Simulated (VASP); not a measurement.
# Y (Pm-3m) in VASP: notebook

Y is run at these levels: PBE; tasks: single point.

Everything below comes from runs of VASP 6.6.1. Logs are shortened: lines on timing, memory, paths and dates and some standing lists are left out, and cuts for length are marked.

## 1. The cell of the first run

It takes space group Pm-3m (No. 221, cubic). Conventional cell: a = 2.627 Å, b = 2.627 Å, c = 2.627 Å, α = 90.00°, β = 90.00°, γ = 90.00°. Within 3.5 Å of Y (site symmetry m-3m) lie 6 Y at 2.63 Å.

## 2. Single point, PBE (volume scaled by 0.52)

Contents of INCAR:

```
PREC = Accurate
ENCUT = 520
EDIFF = 1E-7
ISMEAR = -1
SIGMA = 0.08
LREAL = F
LASPH = T
NELM = 60
ALGO = Normal
ISIF = 2
LWAVE = F
LCHARG = T
GGA = PE
LELF = T
LVHAR = T
NBANDS = 12
```

Contents of KPOINTS:

```
Automatic mesh
0
Gamma
  12 12 12
```

Contents of POSCAR:

```
Y
1.0
    2.6269295522      0.0000000000      0.0000000000
    0.0000000000      2.6269295522      0.0000000000
    0.0000000000      0.0000000000      2.6269295522
Y
1
Direct
    0.0000000000      0.0000000000      0.0000000000
```

Potentials or basis: VASP PAW PBE potentials, release 64 (Y_sv).

The run is started by

```bash
$ cat potpaw_PBE.64/Y_sv/POTCAR > POTCAR
$ mpirun -np 1 vasp_std > vasp.out
```

OUTCAR:

```text
PREC = Accurate
   ENCUT = 520
   EDIFF = 1E-7
   ISMEAR = -1
   LREAL = F
   LASPH = T
   NELM = 60
   ISIF = 2
   GGA = PE

 ion  position               nearest neighbor table
   1  0.000  0.000  0.000-

  LATTYP: Found a simple cubic cell.
 ALAT       =     2.6269295522

  Lattice vectors:

 A1 = (   2.6269295522,   0.0000000000,   0.0000000000)
 A2 = (   0.0000000000,   2.6269295522,   0.0000000000)
 A3 = (   0.0000000000,   0.0000000000,   2.6269295522)

Analysis of symmetry for initial positions (statically):
=====================================================================
 Subroutine PRICEL returns:
 Original cell was already a primitive cell.

 Routine SETGRP: Setting up the symmetry group for a
 simple cubic supercell.

 Subroutine GETGRP returns: Found 48 space group operations
 (whereof 48 operations were pure point group operations)
 out of a pool of 48 trial point group operations.

The static configuration has the point symmetry O_h .

Analysis of symmetry for dynamics (positions and initial velocities):
=====================================================================
 Subroutine PRICEL returns:
 Original cell was already a primitive cell.

 Routine SETGRP: Setting up the symmetry group for a
 simple cubic supercell.

 Subroutine GETGRP returns: Found 48 space group operations
 (whereof 48 operations were pure point group operations)
 out of a pool of 48 trial point group operations.

The dynamic configuration has the point symmetry O_h .

 Subroutine INISYM returns: Found 48 space group operations
 (whereof 48 operations are pure point group operations),
 and found     1 'primitive' translations

----------------------------------------------------------------------------------------

                                     Primitive cell

  volume of cell :      18.1278

  direct lattice vectors                    reciprocal lattice vectors
     2.626929552  0.000000000  0.000000000     0.380672561  0.000000000  0.000000000
     0.000000000  2.626929552  0.000000000     0.000000000  0.380672561  0.000000000
     0.000000000  0.000000000  2.626929552     0.000000000  0.000000000  0.380672561

  length of vectors
     2.626929552  2.626929552  2.626929552     0.380672561  0.380672561  0.380672561

  position of ions in fractional coordinates (direct lattice)
     0.000000000  0.000000000  0.000000000

  ion indices of the primitive-cell ions
   primitive index   ion index
                 1           1

----------------------------------------------------------------------------------------

 KPOINTS: Automatic mesh

Automatic generation of k-mesh.
 Grid dimensions read from file:
 generate k-points for:   12   12   12

 Generating k-lattice:

  Cartesian coordinates                     Fractional coordinates (reciprocal lattice)
     0.031722713  0.000000000  0.000000000     0.083333333  0.000000000  0.000000000
     0.000000000  0.031722713  0.000000000     0.000000000  0.083333333  0.000000000
     0.000000000  0.000000000  0.031722713     0.000000000  0.000000000  0.083333333

  Length of vectors
     0.031722713  0.031722713  0.031722713

  Shift w.r.t. Gamma in fractional coordinates (k-lattice)
     0.000000000  0.000000000  0.000000000

 Subroutine IBZKPT returns following result:
 ===========================================

 Found     84 irreducible k-points:

 Following reciprocal coordinates:
            Coordinates               Weight
  0.000000  0.000000  0.000000      1.000000
  0.083333  0.000000  0.000000      6.000000
  0.166667  0.000000  0.000000      6.000000
  0.250000  0.000000  0.000000      6.000000
  0.333333  0.000000  0.000000      6.000000
  0.416667  0.000000  0.000000      6.000000
[... 16 lines left out ...]
  0.333333  0.333333  0.000000     12.000000
  0.416667  0.333333  0.000000     24.000000
 [... further k-points ...]
   k-points           NKPTS =     84   k-points in BZ     NKDIM =     84   number of bands    NBANDS=     12
   number of dos      NEDOS =    301   number of ions     NIONS =      1
   total plane-waves  NPLWV =   8000
   dimension x,y,z NGX =    20 NGY =   20 NGZ =   20
   dimension x,y,z NGXF=    40 NGYF=   40 NGZF=   40
   ions per type =               1
   NGX,Y,Z   is equivalent  to a cutoff of  12.66, 12.66, 12.66 a.u.
   NGXF,Y,Z  is equivalent  to a cutoff of  25.31, 25.31, 25.31 a.u.
 SYSTEM =  unknown system
   PREC   = accura    normal or accurate (medium, high low for compatibility)
   ISTART =      0    job   : 0-new  1-cont  2-samecut
   ICHARG =      2    charge: 1-file 2-atom 10-const
   ISPIN  =      1    spin polarized calculation?
   LNONCOLLINEAR =      F non collinear calculations
   LSORBIT =      F    spin-orbit coupling
   LASPH  =      T    aspherical Exc in radial PAW
   ENCUT  =  520.0 eV  38.22 Ry    6.18 a.u.   4.88  4.88  4.88*2*pi/ulx,y,z
   NELM   =     60;   NELMIN=  2; NELMDL= -5     # of ELM steps
   EDIFF  = 0.1E-06   stopping-criterion for ELM
   LREAL  =      F    real-space projection
   EDIFFG = 0.1E-05   stopping-criterion for IOM
   NSW    =      0    number of steps for IOM
   IBRION =     -1    ionic relax: 0-MD 1-quasi-New 2-CG
   NFREE  =      0    steps in history (QN), initial steepest desc. (CG)
   ISIF   =      2    stress and relaxation
   ISYM   =      2    0-nonsym 1-usesym 2-fastsym
   POTIM  = 0.5000    time-step for ionic-motion
   TEBEG  =    0.0;   TEEND  =   0.0 temperature during run
   PSTRESS=    0.0 pullay stress
   NELECT =      11.0000    total number of electrons
   NUPDOWN=      -1.0000    fix difference up-down
   EMIN   =  10.00;   EMAX   =-10.00  energy-range for DOS
   EFERMI =   0.00;   METHOD = LEGACY
   ISMEAR =    -1;   SIGMA  =   0.08  broadening in eV -4-tet -1-fermi 0-gaus
   EFERMI_NEDOS =   21; number of points for ismear=-14 and -15
   IALGO  =     38    algorithm
   IMIX   =      4    mixing-type and parameters
     AMIX     =   0.40;   BMIX     =  1.00
     AMIX_MAG =   1.60;   BMIX_MAG =  1.00
  volume/ion in A,a.u.               =      18.13       122.33
  Fermi-wavevector in a.u.,A,eV,Ry     =   1.385981  2.619124 26.136024  1.920944
  Thomas-Fermi vector in A             =   2.510340
   LORBIT       =      0    0 simple, 1 ext, 2 COOP (PROOUT), +10 PAW based schemes
   GGA     = PE    functional components
   LHFCALC =     F    Hartree Fock is set to
   AEXX    =    0.0000 exact exchange contribution
   IVDW    =     0    specifies the selected vdW correction
   LEPSILON=     F    determine dielectric tensor
   LRPA    =     F    only Hartree local field effects (RPA)
 non-spin polarized calculation
  energy-cutoff  :      520.00
  volume of cell :       18.13
 maximum number of plane-waves:       501
 NGX is ok and might be reduce to    20
   NGX =  9   NGY =  9   NGZ =  9

 number of electron      11.0000000 magnetization

 Free energy of the ion-electron system (eV)
  ---------------------------------------------------
  ext. energy  EPLUGINS =         0.00000000
  ---------------------------------------------------
  free energy    TOTEN  =        -3.99984929 eV

  energy without entropy =       -3.97192254  energy(sigma->0) =       -3.98588592

 E-fermi :   6.5764     XC(G=0): -11.9942

 val. band max:        6.5731041067   @ k =   0.5000   0.4167   0.2500
 cond. band min:       6.5920502559   @ k =   0.3333   0.3333   0.0000
 fundamental gap:      0.0189461492
 Fermi energy:         6.5764447086

 k-point     1 :       0.0000    0.0000    0.0000
  band No.  band energies     occupation
      1     -36.3143      2.00000
      2     -14.2228      2.00000
      3     -14.2228      2.00000
      4     -14.2228      2.00000
      5       2.0695      2.00000
      6       4.5982      2.00000
      7       4.5982      2.00000
      8      16.3345      0.00000
      9      16.3345      0.00000
     10      16.3345      0.00000
     11      22.6969      0.00000
     12      22.6969      0.00000

 k-point     2 :       0.0833    0.0000    0.0000
  band No.  band energies     occupation
      1     -36.2740      2.00000
      2     -14.5383      2.00000
      3     -14.1966      2.00000
      4     -14.1966      2.00000
      5       2.3413      2.00000
      6       4.6773      2.00000
      7       5.0040      2.00000
      8      15.6451      0.00000
      9      15.6451      0.00000
     10      16.3757      0.00000
     11      21.7003      0.00000
     12      23.3862      0.00000

 k-point     3 :       0.1667    0.0000    0.0000
  band No.  band energies     occupation
      1     -36.1617      2.00000
      2     -15.3362      2.00000
      3     -14.1242      2.00000
      4     -14.1242      2.00000
      5       2.9623      2.00000
      6       4.9028      2.00000
      7       6.1971      1.98271
      8      14.2370      0.00000
      9      14.2370      0.00000
     10      16.4906      0.00000
     11      19.8926      0.00000
     12      24.4863      0.00000

 k-point     4 :       0.2500    0.0000    0.0000
  band No.  band energies     occupation
      1     -36.0032      2.00000
      2     -16.3123      2.00000
      3     -14.0234      2.00000
      4     -14.0234      2.00000
      5       3.7178      2.00000
      6       5.2365      2.00000
      7       7.7978      0.00000
      8      12.8217      0.00000
      9      12.8217      0.00000
     10      16.6535      0.00000
     11      18.5091      0.00000
     12      22.1829      0.00000

 k-point     5 :       0.3333    0.0000    0.0000
  band No.  band energies     occupation
      1     -35.8382      2.00000
      2     -17.1949      2.00000
      3     -13.9203      2.00000
      4     -13.9203      2.00000
      5       4.5591      2.00000
      6       5.6069      1.99999
      7       8.9127      0.00000
      8      11.6901      0.00000
      9      11.6901      0.00000
     10      16.8237      0.00000
     11      18.4588      0.00000
     12      20.3988      0.00000
[... 228 lines left out ...]
      1     -35.4177      2.00000
      2     -17.4710      2.00000
      3     -15.7664      2.00000
      4     -13.6589      2.00000
      5       4.4337      2.00000
      6       6.5267      1.30135
      7      10.2588      0.00000
      8      11.5338      0.00000
      9      13.0524      0.00000
     10      13.9018      0.00000
     11      19.6593      0.00000
     12      23.2633      0.00000

 k-point    22 :       0.5000    0.2500    0.0000
  band No.  band energies     occupation
      1     -35.3721      2.00000
      2     -17.6778      2.00000
      3     -15.7250      2.00000
      4     -13.6315      2.00000
      5       4.2735      2.00000
      6       6.6637      0.50280
      7      10.3242      0.00000
      8      11.2992      0.00000
      9      13.2333      0.00000
     10      13.9772      0.00000
     11      20.2879      0.00000
     12      23.5690      0.00000

 k-point    23 :       0.3333    0.3333    0.0000
  band No.  band energies     occupation
      1     -35.3814      2.00000
      2     -16.7678      2.00000
      3     -16.6725      2.00000
      4     -13.6360      2.00000
      5       3.9028      2.00000
      6       6.5921      0.90277
      7      12.0881      0.00000
      8      12.3399      0.00000
      9      12.5316      0.00000
     10      12.8040      0.00000
     11      18.9628      0.00000
     12      22.0725      0.00000

 k-point    24 :       0.4167    0.3333    0.0000
  band No.  band energies     occupation
      1     -35.2615      2.00000
      2     -17.2976      2.00000
      3     -16.5945      2.00000
      4     -13.5638      2.00000
      5       3.2256      2.00000
      6       6.9611      0.01620
      7      11.8523      0.00000
      8      12.5827      0.00000
      9      12.8362      0.00000
     10      13.6681      0.00000
     11      19.1299      0.00000
     12      23.1999      0.00000

 [... further k-points ...]

------------------------ aborting loop because EDIFF is reached ----------------------------------------

  FORCE on cell =-STRESS in cart. coord.  units (eV):
  Direction    XX          YY          ZZ          XY          YZ          ZX
  --------------------------------------------------------------------------------------
  -------------------------------------------------------------------------------------
  Total        6.1762918      6.1762918      6.1762918      0.0000000      0.0000000     -0.0000000
  in kB      545.8748789    545.8748789    545.8748789      0.0000000      0.0000000     -0.0000000
  external PRESSURE =     545.8748789 kB  Pullay stress =       0.0000000 kB

 VOLUME and BASIS-vectors are now :
 -----------------------------------------------------------------------------
  energy-cutoff  :      520.00
  volume of cell :       18.13
      direct lattice vectors                 reciprocal lattice vectors
     2.626929552  0.000000000  0.000000000     0.380672561  0.000000000  0.000000000
     0.000000000  2.626929552  0.000000000     0.000000000  0.380672561  0.000000000
     0.000000000  0.000000000  2.626929552     0.000000000  0.000000000  0.380672561

 POSITION                                       TOTAL-FORCE (eV/Angst)
 -----------------------------------------------------------------------------------
      0.00000      0.00000      0.00000         0.000000      0.000000      0.000000
 -----------------------------------------------------------------------------------
    total drift:                               -0.000000      0.000000      0.000000

  FREE ENERGIE OF THE ION-ELECTRON SYSTEM (eV)
  ---------------------------------------------------
  free  energy   TOTEN  =        -3.9998492907 eV

  energy  without entropy=       -3.9719225441  energy(sigma->0) =       -3.98588592
```

Wall time 11 s (1 thread of Intel Xeon Platinum 8559C (Emerald Rapids), shared host); peak memory 0.14 GiB.

What came out:

```
Free energy : -3.9998 eV
Pressure    : 54.6 GPa
```

## 3. Single point, PBE (volume scaled by 0.6)

Contents of INCAR:

```
ALGO = Normal
EDIFF = 1E-7
ENCUT = 520
GGA = PE
ISIF = 2
ISMEAR = -1
LASPH = T
LCHARG = F
LREAL = F
LWAVE = F
NBANDS = 12
NELM = 100
PREC = Accurate
SIGMA = 0.08
```

Contents of KPOINTS:

```
k-points
0
Gamma
  12 12 12
```

Contents of POSCAR:

```
Y
1.0
    2.7552714694      0.0000000000      0.0000000000
    0.0000000000      2.7552714694      0.0000000000
    0.0000000000      0.0000000000      2.7552714694
Y
1
Direct
    0.0000000000      0.0000000000      0.0000000000
```

Potentials or basis: VASP PAW PBE potentials, release 64 (Y_sv).

The run is started by

```bash
$ cat potpaw_PBE.64/Y_sv/POTCAR > POTCAR
$ mpirun -np 1 vasp_std > vasp.out
```

OUTCAR:

```text
EDIFF = 1E-7
   ENCUT = 520
   GGA = PE
   ISIF = 2
   ISMEAR = -1
   LASPH = T
   LREAL = F
   NELM = 100
   PREC = Accurate

 ion  position               nearest neighbor table
   1  0.000  0.000  0.000-

  LATTYP: Found a simple cubic cell.
 ALAT       =     2.7552714694

  Lattice vectors:

 A1 = (   2.7552714694,   0.0000000000,   0.0000000000)
 A2 = (   0.0000000000,   2.7552714694,   0.0000000000)
 A3 = (   0.0000000000,   0.0000000000,   2.7552714694)

Analysis of symmetry for initial positions (statically):
=====================================================================
 Subroutine PRICEL returns:
 Original cell was already a primitive cell.

 Routine SETGRP: Setting up the symmetry group for a
 simple cubic supercell.

 Subroutine GETGRP returns: Found 48 space group operations
 (whereof 48 operations were pure point group operations)
 out of a pool of 48 trial point group operations.

The static configuration has the point symmetry O_h .

Analysis of symmetry for dynamics (positions and initial velocities):
=====================================================================
 Subroutine PRICEL returns:
 Original cell was already a primitive cell.

[... 156 lines left out ...]
 fundamental gap:      0.0574740500
 Fermi energy:         5.6336279110

 k-point     1 :       0.0000    0.0000    0.0000
  band No.  band energies     occupation
      1     -37.0454      2.00000
      2     -15.6246      2.00000
      3     -15.6246      2.00000
      4     -15.6246      2.00000
      5       0.8666      2.00000
      6       4.0402      2.00000
      7       4.0402      2.00000
      8      14.1452      0.00000
      9      14.1452      0.00000
     10      14.1452      0.00000
     11      20.1294      0.00000
     12      20.1294      0.00000
[... 331 lines left out ...]
 k-point    24 :       0.4167    0.3333    0.0000
  band No.  band energies     occupation
      1     -36.3666      2.00000
      2     -17.8582      2.00000
      3     -17.3452      2.00000
      4     -15.1696      2.00000
      5       2.8022      2.00000
      6       5.7800      0.27663
      7      10.3819      0.00000
      8      10.4255      0.00000
      9      11.2134      0.00000
     10      11.5045      0.00000
     11      16.8977      0.00000
     12      20.5220      0.00000

 [... further k-points ...]
[... 5 lines left out ...]
  --------------------------------------------------------------------------------------
  -------------------------------------------------------------------------------------
  Total        4.1971695      4.1971695      4.1971695      0.0000000     -0.0000000     -0.0000000
  in kB      321.4947654    321.4947654    321.4947654      0.0000000     -0.0000000     -0.0000000
  external PRESSURE =     321.4947654 kB  Pullay stress =       0.0000000 kB

 VOLUME and BASIS-vectors are now :
 -----------------------------------------------------------------------------
  energy-cutoff  :      520.00
  volume of cell :       20.92
      direct lattice vectors                 reciprocal lattice vectors
     2.755271469  0.000000000  0.000000000     0.362940643  0.000000000  0.000000000
     0.000000000  2.755271469  0.000000000     0.000000000  0.362940643  0.000000000
     0.000000000  0.000000000  2.755271469     0.000000000  0.000000000  0.362940643

 POSITION                                       TOTAL-FORCE (eV/Angst)
 -----------------------------------------------------------------------------------
      0.00000      0.00000      0.00000         0.000000      0.000000      0.000000
 -----------------------------------------------------------------------------------
    total drift:                                0.000000      0.000000      0.000000

  FREE ENERGIE OF THE ION-ELECTRON SYSTEM (eV)
  ---------------------------------------------------
  free  energy   TOTEN  =        -4.7358787456 eV

  energy  without entropy=       -4.7028032930  energy(sigma->0) =       -4.71934102
```

OSZICAR:

```text
N       E                     dE             d eps       ncg     rms          rms(c)
DAV:   1     0.305450582507E+02    0.30545E+02   -0.59717E+03  2024   0.890E+02
DAV:   2    -0.364942511667E+01   -0.34194E+02   -0.32983E+02  2356   0.183E+02
DAV:   3    -0.481421621374E+01   -0.11648E+01   -0.11458E+01  2676   0.233E+01
DAV:   4    -0.483600262464E+01   -0.21786E-01   -0.21771E-01  2240   0.297E+00
DAV:   5    -0.483637994632E+01   -0.37732E-03   -0.37728E-03  2576   0.291E-01    0.282E+01
DAV:   6    -0.472543220640E+01    0.11095E+00   -0.17526E-01  2552   0.266E+00    0.165E+01
DAV:   7    -0.473614373750E+01   -0.10712E-01   -0.20994E-01  2704   0.274E+00    0.164E+00
DAV:   8    -0.473609197615E+01    0.51761E-04   -0.26789E-02  2104   0.134E+00    0.347E-01
DAV:   9    -0.473586937766E+01    0.22260E-03   -0.73756E-04  2348   0.228E-01    0.113E-01
DAV:  10    -0.473587894401E+01   -0.95663E-05   -0.50793E-05  2208   0.684E-02    0.136E-02
DAV:  11    -0.473587891429E+01    0.29720E-07   -0.35829E-06  2748   0.120E-02    0.762E-03
DAV:  12    -0.473587871333E+01    0.20096E-06   -0.23862E-07  2212   0.395E-03    0.617E-04
DAV:  13    -0.473587874565E+01   -0.32320E-07   -0.78009E-09  1180   0.799E-04
   1 F= -.47358787E+01 E0= -.47193410E+01  d E =-.330755E-01
```

stdout:

```text
POSCAR found type information on POSCAR Y
 POSCAR found :  1 types and       1 ions
 scaLAPACK will be used
 LDA part: xc-table for (Slater+PW92), standard interpolation
 POSCAR, INCAR and KPOINTS ok, starting setup
 FFT: planning ... GRIDC
 FFT: planning ... GRID_SOFT
 FFT: planning ... GRID
 WAVECAR not read
 entering main loop
```

Run time: 8.9 s. Hardware: 1 thread of Intel Xeon Platinum 8559C (Emerald Rapids), shared host; peak memory 0.15 GiB.

Results:

| Item | Value |
| --- | --- |
| Free energy | -4.7359 eV |
| Pressure | 32.1 GPa |

(Continued in part 2 of 2.)
